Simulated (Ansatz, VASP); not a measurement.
**Two plane-wave programs on ZnGe2N2**

File INCAR:

```
SYSTEM = ZnGe2N2
  ALGO = Normal
  EDIFF = 1E-7
  ENCUT = 520
  GGA = PE
  ISIF = 2
  ISMEAR = 0
  LASPH = .True.
  LCHARG = .True.
  LELF = .True.
  LREAL = .False.
  LVHAR = .True.
  LWAVE = .False.
  NBANDS = 33
  NELM = 60
  PREC = Accurate
  SIGMA = 0.1
```

Contents of KPOINTS:

```
k-points
0
Gamma
  6 6 4
  0 0 0
```

Contents of POSCAR:

```
ZnGe2N2
1.0
    3.9979020700      0.0000000000      0.0000000000
   -1.9989510300      3.4622847500      0.0000000000
    0.0000000000      0.0000000000      6.5396465100
Zn Ge N
1 2 2
Direct
    0.0000000000      0.0000000000      0.0000000000
    0.3333333300      0.6666666700      0.2436649900
    0.6666666700      0.3333333300      0.7563350100
    0.3333333300      0.6666666700      0.6347020300
    0.6666666700      0.3333333300      0.3652979700
```

Input for Ansatz:

```yaml
crystal:
  lattice:
    - [3.99790207, 0.0, 0.0]
    - [-1.99895103, 3.46228475, 0.0]
    - [0.0, 0.0, 6.53964651]
  atoms:
    - { symbol: Zn, position: [0.0, 0.0, 0.0] }
    - { symbol: Ge, position: [0.33333333, 0.66666667, 0.24366499] }
    - { symbol: Ge, position: [0.66666667, 0.33333333, 0.75633501] }
    - { symbol: "N", position: [0.33333333, 0.66666667, 0.63470203] }
    - { symbol: "N", position: [0.66666667, 0.33333333, 0.36529797] }
basis:
  ecutwfc: 420
kpoints:
  mp_grid: { grid: [6, 6, 4] }
hamiltonian:
  xc: pbe
scf:
  occupations: { method: gaussian, width: 0.1 }
  lower_state_search: "off"
output:
  forces: true
  stress: true
  eigenvalues: true
```

Change from the starting cell: species swapped into the MgAl2Si2 type (P-3m1, No. 164).

Alike in both runs: task single point; functional PBE; k mesh 6 × 6 × 4; occupations gaussian, width 0.1 eV; no spin polarisation.

|  | VASP | Ansatz |
| --- | --- | --- |
| version | VASP 6.6.1 | Ansatz 0.2.0 |
| potentials or method | VASP PAW PBE potentials, release 64 (Zn, Ge_d, N), cutoff 520 eV | scalar-relativistic, plane waves, PAW |
| valence electrons in the cell | 50 | 50 |

|  | VASP | Ansatz | Ansatz less VASP |
| --- | --- | --- | --- |
| gap on the k mesh at the Fermi level (eV) | none | none | - |
| pressure (GPa) | -16.2 | -16.3 | -0.03 |
| traceless stress, the component that is largest in VASP (GPa) | 2.15 | 2.17 | +0.018 |
| rms of the force components (eV/Å) | 1.031 | 1.032 | +0.0011 |

Atom by atom the forces differ by 0.001 eV/Å (rms over components). A gap of «none» marks a metal or a gap that the smearing closes.
